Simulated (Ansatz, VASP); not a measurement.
**Two plane-wave programs on MgO**

```
CELL_PARAMETERS angstrom
3.48402 0.00000 0.00000
-1.74201 3.01725 0.00000
0.00000 0.00000 4.18532
ATOMIC_POSITIONS crystal
Mg 0.33333 0.66667 0.25000
Mg 0.66667 0.33333 0.75000
O 0.66667 0.33333 0.25000
O 0.33333 0.66667 0.75000
```

Alike in both runs: task single point; functional PBE-based screened hybrid with a share of 0.4 of exact exchange and HFSCREEN = 0.2078; k mesh 6 × 6 × 4; no spin polarisation.

|  | VASP | Ansatz |
| --- | --- | --- |
| version | VASP 6.6.1 | Ansatz 0.2.0 |
| potentials or method | VASP PAW PBE potentials, release 64 (Mg, O) | plane waves |
| plane-wave cutoff (eV) | 520 | 420 |
| occupations | gaussian, width 0.01 eV | fixed |
| valence electrons in the cell | 16 | 32 |

```tsv
	VASP	Ansatz	Ansatz less VASP
gap on the k mesh at the Fermi level (eV)	6.01	6.05	+0.038
pressure (GPa)	-2.6	-2.6	-0.03
traceless stress, the component that is largest in VASP (GPa)	-0.37	-0.34	+0.036
```

VASP's potentials were made for PBE, not for PBE-based screened hybrid. VASP's potentials hold 16 valence electrons a cell and Ansatz's 32, so a difference there can come from the potentials and not from the codes. Ansatz's warnings: stress exchange threshold loose, stress scf threshold loose.
